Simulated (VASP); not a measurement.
Wanted: the native input for a VASP 6.6.1 run.

- Task: relaxation of cell and atoms
- Functional: PBE
- Dispersion: D3(BJ)
- Potentials or basis: VASP PAW PBE potentials, release 64 (Na_pv, Cl)
- Cutoff: 600 eV
- k mesh: 8 × 8 × 8
- Occupations: gaussian, width 0.02 eV
- Spin: no spin polarisation
- Target pressure: 12 GPa
- Dipole correction: no
- Further INCAR settings: ALGO = Normal; EDIFF = 1e-07; IBRION = 2; EDIFFG = -0.002; NSW = 100; ISIF = 3

The structure of NaCl lies in POSCAR:

```
NaCl
1.0
    0.0000000000      2.8100000000      2.8100000000
    2.8100000000      0.0000000000      2.8100000000
    2.8100000000      2.8100000000      0.0000000000
Na Cl
1 1
Direct
    0.0000000000      0.0000000000      0.0000000000
    0.5000000000      0.5000000000      0.5000000000
```

One way to write it, as run:

INCAR

```
  PREC = Accurate
  ENCUT = 600
  EDIFF = 1E-7
  ISMEAR = 0
  SIGMA = 0.02
  LREAL = False
  LASPH = True
  NELM = 80
  ALGO = Normal
  ISIF = 3
  LWAVE = False
  LCHARG = False
  GGA = PE
  IVDW = 12
  IBRION = 2
  NSW = 100
  EDIFFG = -0.002
  PSTRESS = 120.0
```

KPOINTS

```
regular mesh
0
Gamma
  8 8 8
```

Potentials or basis: VASP PAW PBE potentials, release 64 (Na_pv, Cl).

The run is started by

```bash
$ cat potpaw_PBE.64/Na_pv/POTCAR potpaw_PBE.64/Cl/POTCAR > POTCAR
$ mpirun -np 1 vasp_std > vasp.out
```

It gave:

| Property | Result |
| --- | --- |
| Relaxed volume | 17.01 Å³/atom |
| Relaxed cell | a = 3.637 Å, b = 3.637 Å, c = 3.637 Å, α = 60.00°, β = 60.00°, γ = 60.00° |
| Space group after relaxing (to 0.1 Å) | Fm-3m (No. 225) |
| Energy change on relaxing (the run minimises the enthalpy) | +138.8 meV/atom |
| Ionic steps | 3 |
| Pressure after relaxing | 12.0 GPa |
| Band gap on the k mesh | 6.42 eV |
| Dispersion energy per atom | -0.286 eV |

Caveat: the cell is relaxed towards a set pressure, so the run minimises the enthalpy, not the energy; the volume moved by over 15 % at a fixed basis, so the end points are rough.

It took 64 s on 1 thread of Intel Xeon 8259CL, on a shared host, peak memory 0.19 GiB.
